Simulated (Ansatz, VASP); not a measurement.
# ScAl2N3: VASP beside Ansatz

File POSCAR:

```
ScAl2N3
1.0
    4.9380638204     -2.8397602654      0.0000000000
    4.9380638204      2.8397602654      0.0000000000
    0.0000000000      0.0000000000      5.0229706300
Sc Al N
2 4 6
Direct
    0.6777077092      0.3222922908      0.5213827019
    0.3222922908      0.6777077092      0.0213827019
    0.0066990774      0.3357216471      0.0050866663
    0.9933009226      0.6642783529      0.5050866663
    0.6642783529      0.9933009226      0.0050866663
    0.3357216471      0.0066990774      0.5050866663
    0.0293764091      0.3324980217      0.6266420481
    0.9706235909      0.6675019783      0.1266420481
    0.6909270875      0.3090729125      0.0901598694
    0.3090729125      0.6909270875      0.5901598694
    0.6675019783      0.9706235909      0.6266420481
    0.3324980217      0.0293764091      0.1266420481
```

Contents of INCAR.step1:

```
PREC = Accurate ; ENCUT = 520
ISMEAR = 0 ; SIGMA = 0.02
LREAL = F ; LASPH = T
NELM = 60 ; NBANDS = 44
GGA = PE ; ALGO = Normal
EDIFF = 1E-4 ; LWAVE = T
LCHARG = F
```

The input INCAR.step2:

```
PREC = Accurate ; ENCUT = 520
EDIFF = 1E-6 ; ISMEAR = 0
SIGMA = 0.02 ; LREAL = F
LASPH = T ; NELM = 60
ALGO = Normal ; ISIF = 2
LWAVE = F ; LCHARG = T
METAGGA = R2SCAN ; LMIXTAU = T
LELF = T ; LVHAR = T
NBANDS = 44 ; ISTART = 1
```

File KPOINTS:

```
Automatic mesh
0
Gamma
  6 6 6
```

Input for Ansatz:

```yaml
crystal:
  lattice:
    - [4.9380638204, -2.8397602654, 0.0]
    - [4.9380638204, 2.8397602654, 0.0]
    - [0.0, 0.0, 5.02297063]
  atoms:
    - { symbol: Sc, position: [0.6777077092, 0.3222922908, 0.5213827019] }
    - { symbol: Sc, position: [0.3222922908, 0.6777077092, 0.0213827019] }
    - { symbol: Al, position: [0.0066990774, 0.3357216471, 0.0050866663] }
    - { symbol: Al, position: [0.9933009226, 0.6642783529, 0.5050866663] }
    - { symbol: Al, position: [0.6642783529, 0.9933009226, 0.0050866663] }
    - { symbol: Al, position: [0.3357216471, 0.0066990774, 0.5050866663] }
    - { symbol: "N", position: [0.0293764091, 0.3324980217, 0.6266420481] }
    - { symbol: "N", position: [0.9706235909, 0.6675019783, 0.1266420481] }
    - { symbol: "N", position: [0.6909270875, 0.3090729125, 0.0901598694] }
    - { symbol: "N", position: [0.3090729125, 0.6909270875, 0.5901598694] }
    - { symbol: "N", position: [0.6675019783, 0.9706235909, 0.6266420481] }
    - { symbol: "N", position: [0.3324980217, 0.0293764091, 0.1266420481] }
basis:
  ecutwfc: 500
kpoints:
  mp_grid: { grid: [6, 6, 6] }
  band_path:
    path:
      - [[0.0, 0.0, 0.0], [0.5, 0.5, 0.0], [0.332678, 0.667322, 0.0]]
      - [[-0.332678, 0.332678, 0.0], [0.0, 0.0, 0.0], [0.0, 0.0, 0.5], [-0.332678, 0.332678, 0.5]]
      - [[0.332678, 0.667322, 0.5], [0.5, 0.5, 0.5], [0.5, 0.5, 0.0]]
      - [[0.0, 0.0, 0.0], [0.0, 0.5, 0.0], [0.0, 0.5, 0.5], [0.0, 0.0, 0.5], [0.5, 0.5, 0.5]]
    npoints: 10
hamiltonian:
  xc: r2scan
scf:
  occupations: { method: gaussian, width: 0.02 }
  n_extra_bands: 30
output:
  forces: true
  stress: true
  eigenvalues: true
  populations: true
  dos: { projected: true, de: 0.02, nscf_kmesh: { grid: [9, 9, 9] } }
  bader: false
  write_density: true
  write_potential: true
  elf: true
  volumetric_format: npy
```

Alike in both runs: task single point; functional r2SCAN; k mesh 6 × 6 × 6; occupations gaussian, width 0.02 eV; no spin polarisation.

```csv
,VASP,Ansatz
version,VASP 6.6.1,Ansatz 0.2.0
potentials or method,"VASP PAW PBE potentials, release 64 (Sc_sv, Al, N), cutoff 520 eV","scalar-relativistic, plane waves, PAW"
valence electrons in the cell,64,64
```

VASP gave:

```
gap on the k mesh at the Fermi level (eV)                     : 3.42
least direct gap on the mesh (eV)                             : 3.47
pressure (GPa)                                                : -3.2
traceless stress, the component that is largest in VASP (GPa) : 0.13
rms of the force components (eV/Å)                            : 0.090
```

Question: Which values does Ansatz return?

Answer: gap on the k mesh at the Fermi level (eV): 3.42; least direct gap on the mesh (eV): 3.45; pressure (GPa): -3.5; traceless stress, the component that is largest in VASP (GPa): 0.19; rms of the force components (eV/Å): 0.050.

VASP's potentials were made for PBE, not for r2SCAN. Atom by atom the forces differ by 0.041 eV/Å (rms over components). The functional is the same, so the differences come from potentials, cutoffs and numerics.
